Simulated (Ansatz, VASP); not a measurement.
One calculation of ZnS, two programs

The input INCAR:

```
SYSTEM = ZnS
PREC = Accurate ; ENCUT = 520
EDIFF = 1E-6 ; ISMEAR = 0
SIGMA = 0.05 ; LREAL = .FALSE.
LASPH = .TRUE. ; NELM = 100
ALGO = Normal ; ISIF = 2
LWAVE = .FALSE. ; LCHARG = .FALSE.
GGA = CA ; NBANDS = 46
```

KPOINTS

```
regular mesh
0
G
  6 6 6
  0 0 0
```

Contents of POSCAR:

```
ZnS
1.0
    5.4093000000      0.0000000000      0.0000000000
    0.0000000000     -5.4093000000      0.0000000000
    0.0000000000      0.0000000000     -5.4093000000
Zn S
4 4
Direct
    0.0000000000      0.5000000000      0.5000000000
    0.5000000000      0.0000000000      0.5000000000
    0.5000000000      0.5000000000      0.0000000000
    0.0000000000      0.0000000000      0.0000000000
    0.7500000000      0.7191827039      0.7500000000
    0.2500000000      0.2500000000      0.7500000000
    0.2500000000      0.7500000000      0.2500000000
    0.7500000000      0.2500000000      0.2500000000
```

Input for Ansatz:

```yaml
crystal:
  lattice:
    - [5.4093, 0.0, 0.0]
    - [0.0, -5.4093, 0.0]
    - [0.0, 0.0, -5.4093]
  atoms:
    - { symbol: Zn, position: [0.0, 0.5, 0.5] }
    - { symbol: Zn, position: [0.5, 0.0, 0.5] }
    - { symbol: Zn, position: [0.5, 0.5, 0.0] }
    - { symbol: Zn, position: [0.0, 0.0, 0.0] }
    - { symbol: S, position: [0.75, 0.7191827039, 0.75] }
    - { symbol: S, position: [0.25, 0.25, 0.75] }
    - { symbol: S, position: [0.25, 0.75, 0.25] }
    - { symbol: S, position: [0.75, 0.25, 0.25] }
basis:
  ecutwfc: 420
kpoints:
  mp_grid: { grid: [6, 6, 6] }
hamiltonian:
  xc: lda
scf:
  occupations: { method: gaussian, width: 0.05 }
output:
  forces: true
  stress: true
  eigenvalues: true
```

Alike in both runs: task single point; functional LDA; k mesh 6 × 6 × 6; occupations gaussian, width 0.05 eV; no spin polarisation.

|  | VASP | Ansatz |
| --- | --- | --- |
| version | VASP 6.6.1 | Ansatz 0.2.0 |
| potentials or method | VASP PAW LDA potentials, release 64 (Zn, S), cutoff 520 eV | scalar-relativistic, plane waves, PAW |
| valence electrons in the cell | 72 | 72 |

Ansatz gave:

| Quantity | Value |
| --- | --- |
| gap on the k mesh at the Fermi level (eV) | 1.80 |
| least direct gap on the mesh (eV) | 1.80 |
| pressure (GPa) | -4.5 |
| traceless stress, the component that is largest in VASP (GPa) | 0.77 |
| rms of the force components (eV/Å) | 0.328 |

Q: Which values does VASP return?

A: gap on the k mesh at the Fermi level (eV): 1.83; least direct gap on the mesh (eV): 1.83; pressure (GPa): -4.3; traceless stress, the component that is largest in VASP (GPa): 0.78; rms of the force components (eV/Å): 0.331.

LDA's correlation is that of Perdew and Zunger in VASP and of Perdew and Wang (1992) in Ansatz. Atom by atom the forces differ by 0.003 eV/Å (rms over components).
